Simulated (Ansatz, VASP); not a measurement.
## MgSe5: VASP beside Ansatz

```
CELL_PARAMETERS angstrom
4.53166 0.00000 0.00000
-2.26583 3.92453 0.00000
0.00000 0.00000 9.54333
ATOMIC_POSITIONS crystal
Mg 0.00000 0.00000 0.50000
Se 0.33333 0.66667 0.00000
Se 0.66667 0.33333 0.00000
Se 0.00000 0.00000 0.00000
Se 0.00000 0.00000 0.70137
Se 0.00000 0.00000 0.29863
```

Alike in both runs: task relaxation of cell and atoms; functional PBE; k mesh 6 × 6 × 2; occupations gaussian, width 0.1 eV; no spin polarisation.

|  | VASP | Ansatz |
| --- | --- | --- |
| version | VASP 6.6.1 | Ansatz 0.2.0 |
| potentials or method | VASP PAW PBE potentials, release 64 (Mg, Se), cutoff 600 eV | scalar-relativistic, plane waves, PAW |
| valence electrons in the cell | 32 | 90 |

Ansatz gave:

```
gap on the k mesh at the Fermi level, each at its own relaxed structure (eV) : none
relaxed volume (Å³/atom)                                                     : 34.73
relaxed length of the cell vector where the two differ most in proportion (Å)              : 4.954
```

Estimate VASP's values.

gap on the k mesh at the Fermi level, each at its own relaxed structure (eV): none; relaxed volume (Å³/atom): 34.89; relaxed length of the cell vector where the two differ most in proportion (Å): 4.965.

A gap of «none» marks a metal or a gap that the smearing closes. VASP's potentials hold 32 valence electrons a cell and Ansatz's 90, so a difference there can come from the potentials and not from the codes.

Noted on VASP's run: the volume moved by over 15 % at a fixed basis, so the end points are rough.
